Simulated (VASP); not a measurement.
Here is a VASP 6.6.1 calculation.

POSCAR

```
MgS
1.0
    0.0000000000      2.6016500000      2.6016500000
    2.6016500000      0.0000000000      2.6016500000
    2.6016500000      2.6016500000      0.0000000000
Mg S
1 1
Direct
    0.0000000000      0.0000000000      0.0000000000
    0.5000000000      0.5000000000      0.5000000000
```

Contents of INCAR.step1:

```
SYSTEM = MgS
  PREC = Accurate
  ENCUT = 660
  ISMEAR = 0
  SIGMA = 0.01
  LREAL = .FALSE.
  LASPH = .TRUE.
  NELM = 120
  NBANDS = 11
  GGA = PE
  ALGO = Normal
  EDIFF = 1E-5
  LWAVE = .TRUE.
  LCHARG = .FALSE.
  GGA_COMPAT = .FALSE.
```

INCAR.step2

```
SYSTEM = MgS
  PREC = Accurate
  ENCUT = 660
  EDIFF = 1E-6
  ISMEAR = 0
  SIGMA = 0.01
  LREAL = .FALSE.
  LASPH = .TRUE.
  NELM = 120
  ALGO = Normal
  ISIF = 2
  LWAVE = .FALSE.
  LCHARG = .TRUE.
  METAGGA = R2SCAN
  LMIXTAU = .TRUE.
  LELF = .TRUE.
  LVHAR = .TRUE.
  NBANDS = 11
  ISTART = 1
  GGA_COMPAT = .FALSE.
```

KPOINTS

```
Automatic mesh
0
G
  4 4 4
  0 0 0
```

Potentials or basis: VASP PAW PBE potentials, release 64 (Mg, S).

Command:

```console
$ cat potpaw_PBE.64/Mg/POTCAR potpaw_PBE.64/S/POTCAR > POTCAR
$ cp INCAR.step1 INCAR
$ mpirun -np 1 vasp_std > vasp.out
$ cp INCAR.step2 INCAR
$ mpirun -np 1 vasp_std > vasp.out
```

Task: What does it give for the band gap on the k mesh?

Result: 3.41 eV, indirect (least direct gap 4.61 eV).

Task: Predict the pressure.

Result: -0.1 GPa.

Caveat: the k points lie up to 0.52 Å⁻¹ apart; the PAW data sets were made with another functional, which shifts forces and pressure a little. A k mesh can miss the band edges.
